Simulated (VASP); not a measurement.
A run of VASP 6.6.1:

Contents of INCAR:

```
SYSTEM = As
PREC     = Accurate       ! precision mode
ENCUT    = 600            ! plane-wave cutoff, eV
EDIFF    = 1E-6           ! SCF threshold, eV
ISMEAR   = 0              ! smearing method
SIGMA    = 0.1            ! smearing width, eV
LREAL    = .False.        ! projectors in reciprocal space
LASPH    = .True.         ! aspherical terms in the spheres
NELM     = 80             ! most SCF steps
ALGO     = Normal         ! electronic algorithm
ISIF     = 3              ! what is computed and relaxed
LWAVE    = .False.        ! write WAVECAR
LCHARG   = .False.        ! write CHGCAR
GGA      = PE             ! functional
IBRION   = 2              ! ionic algorithm
NSW      = 90             ! ionic steps
EDIFFG   = -0.04          ! ionic threshold
```

KPOINTS

```
regular mesh
0
Gamma
  6 6 4
  0 0 0
```

POSCAR

```
As
1.0
    4.3418627400      0.0000000000      0.0000000000
   -2.1709313700      3.7601634300      0.0000000000
    0.0000000000      0.0000000000      4.9238934700
As
4
Direct
    0.3333333300      0.6666666700      0.2267525800
    0.3333333300      0.6666666700      0.7732474200
    0.6666666700      0.3333333300      0.7732474200
    0.6666666700      0.3333333300      0.2267525800
```

Potentials or basis: VASP PAW PBE potentials, release 64 (As).

Command:

```sh
$ cat potpaw_PBE.64/As/POTCAR > POTCAR
$ mpirun -np 1 vasp_std > vasp.out
```

Hardware: 1 thread of Intel Xeon 6975P-C, on a shared host.

Question: Estimate the wall time of this run.

Answer: Run time: 2.2 min on 1 thread of Intel Xeon 6975P-C, with other jobs on the host, peak memory 0.23 GiB. Counts: scf iterations 73, k points 21, ion steps 11.
